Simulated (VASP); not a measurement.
A run of VASP 6.6.1 is set up as follows.

INCAR

```
SYSTEM = C
PREC = Accurate
ENCUT = 520
EDIFF = 1E-6
ISMEAR = 0
SIGMA = 0.05
LREAL = .False.
LASPH = .True.
NELM = 100
ALGO = Normal
ISIF = 2
LWAVE = .False.
LCHARG = .True.
GGA = PS
IVDW = 12
LELF = .True.
LVHAR = .True.
NBANDS = 31
```

Contents of KPOINTS:

```
Automatic mesh
0
Gamma
  8 11 3
  0 0 0
```

Contents of POSCAR:

```
C
1.0
    0.0000000000      1.4191802056     -3.2829684911
   -2.4580922212      0.0000000000      0.0000000000
    1.6387281475     11.4805948110      3.6087619049
C
10
Direct
    0.4777982724      0.0715687969      0.7073531954
    0.7600331095      0.6362578370      0.0543867554
    0.9394744002      0.2450855769      0.2176283654
    0.1189156910      0.8539133169      0.3808699754
    0.2983569817      0.4627410569      0.5441115854
    0.8194081812      0.1725699030      0.1088548546
   -0.0011505281      0.7813976430      0.2720964645
    0.1782907626      0.3902253830      0.4353380745
    0.3577320533      0.9990531230      0.5985796845
    0.5371733441      0.6078808630      0.7618212945
```

Potentials or basis: VASP PAW PBE potentials, release 64 (C).

Run with:

```bash
$ cat potpaw_PBE.64/C/POTCAR > POTCAR
$ mpirun -np 1 vasp_std > vasp.out
```

(1) Predict the dispersion energy per atom.

(2) What does it give for the pressure?

## Answers

(1) -0.099 eV.

(2) -1.2 GPa.

Caveat: the PAW data sets were made with another functional, which shifts forces and pressure a little.
